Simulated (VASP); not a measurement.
A run of VASP 6.6.1 is set up as follows.

File INCAR:

```
  PREC = Accurate
  ENCUT = 600
  EDIFF = 1E-6
  ISMEAR = 0
  SIGMA = 0.1
  LREAL = F
  LASPH = T
  NELM = 100
  ALGO = Normal
  ISIF = 3
  LWAVE = F
  LCHARG = F
  GGA = PE
  IBRION = 2
  NSW = 90
  EDIFFG = -0.04
```

File KPOINTS:

```
Automatic mesh
0
Gamma
  6 6 2
```

The input POSCAR:

```
Al3Cl
1.0
    2.8857174800      0.0000000000      0.0000000000
   -1.4428587400      2.4991046500      0.0000000000
    0.0000000000      0.0000000000      8.9543183800
Al Cl
3 1
Direct
    0.6666666700      0.3333333300      0.5000000000
    0.3333333300      0.6666666700      0.2419234500
    0.3333333300      0.6666666700      0.7580765500
    0.6666666700      0.3333333300      0.0000000000
```

Potentials or basis: VASP PAW PBE potentials, release 64 (Al, Cl).

Command:

```console
$ cat potpaw_PBE.64/Al/POTCAR potpaw_PBE.64/Cl/POTCAR > POTCAR
$ mpirun -np 1 vasp_std > vasp.out
```

Estimate the relaxed cell.

a = 3.013 Å, b = 3.013 Å, c = 9.179 Å, α = 90.00°, β = 90.00°, γ = 120.00°.

What does it give for the relaxed volume?

18.04 Å³/atom.

Final structure:
```xyz
4
Lattice="3.0129 0.0000 0.0000 -1.5064 2.6092 0.0000 0.0000 0.0000 9.1787" Properties=species:S:1:pos:R:3 pbc="T T T"
Al    1.5064    0.8697    4.5894
Al    0.0000    1.7395    2.1745
Al    0.0000    1.7395    7.0042
Cl    1.5064    0.8697    9.1787
```

Caveat: the k points lie up to 0.40 Å⁻¹ apart in the final cell.
